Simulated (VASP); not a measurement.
Wanted: the native input for a VASP 6.6.1 run.

```
Task                   : single point
Functional             : LDA
Potentials or basis    : VASP PAW LDA potentials, release 64 (B, N)
Cutoff                 : 600 eV
k mesh                 : 12 × 12 × 12
Occupations            : gaussian, width 0.1 eV
Spin                   : no spin polarisation
Dipole correction      : no
Further INCAR settings : ALGO = Normal; EDIFF = 1e-06; NBANDS = 11
```

The structure of BN lies in POSCAR:

```
BN
1.0
    0.0000000000      1.8130010000      1.8130010000
    1.8130010000      0.0000000000      1.8130010000
    1.8130010000      1.8130010000      0.0000000000
B N
1 1
Direct
    0.0000000000      0.0000000000      0.0000000000
    0.7500000000      0.7500000000      0.7500000000
```

These files were run (other wordings do the same):

INCAR

```
SYSTEM = BN
PREC = Accurate ; ENCUT = 600
EDIFF = 1E-6 ; ISMEAR = 0
SIGMA = 0.1 ; LREAL = .FALSE.
LASPH = .TRUE. ; NELM = 120
ALGO = Normal ; ISIF = 2
LWAVE = .FALSE. ; LCHARG = .FALSE.
GGA = CA ; NBANDS = 11
GGA_COMPAT = .FALSE.
```

KPOINTS

```
regular mesh
0
G
  12 12 12
  0 0 0
```

Potentials or basis: VASP PAW LDA potentials, release 64 (B, N).

Launch:

```console
$ cat potpaw_LDA.64/B/POTCAR potpaw_LDA.64/N/POTCAR > POTCAR
$ mpirun -np 1 vasp_std > vasp.out
```

It gave:

| Quantity | Value |
| --- | --- |
| Pressure | -13.6 GPa |
| Band gap on the k mesh | 4.33 eV, indirect (least direct gap 8.64 eV) |

It took 9.8 s on 1 thread of Intel Xeon 8259CL, with other jobs on the host, peak memory 0.12 GiB.
